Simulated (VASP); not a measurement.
Here is a VASP 6.6.1 calculation.

Contents of INCAR:

```
SYSTEM = Tl
  ALGO = Fast
  EDIFF = 1E-6
  ENCUT = 520
  GGA = PS
  ISIF = 2
  ISMEAR = 0
  LASPH = .True.
  LCHARG = .False.
  LREAL = .False.
  LWAVE = .False.
  NBANDS = 12
  NELM = 100
  PREC = Accurate
  SIGMA = 0.15
```

Contents of KPOINTS:

```
k-points
0
Gamma
  18 18 18
  0 0 0
```

Contents of POSCAR:

```
Tl
1.0
   -1.9895250000      1.9895250000      2.0380500000
    1.9895250000     -1.9895250000      2.0380500000
    1.9895250000      1.9895250000     -2.0380500000
Tl
1
Direct
    0.0000000000      0.0000000000      0.0000000000
```

Potentials or basis: VASP PAW PBE potentials, release 64 (Tl_d).

The run is started by

```sh
$ cat potpaw_PBE.64/Tl_d/POTCAR > POTCAR
$ mpirun -np 1 vasp_std > vasp.out
```

(1) What does it give for the pressure?

(2) Predict the band gap on the k mesh.

## Answers

(1) -3.3 GPa.

(2) zero (an odd number of electrons rules out a gap without spin polarisation).

Caveat: the cell differs from its parent crystal (strain +0.025 along x and y, +0.050 along z); the cell stands under tension; the PAW data sets were made with another functional, which shifts forces and pressure a little; spin-orbit coupling is left out, which moves the levels of the heavy elements.
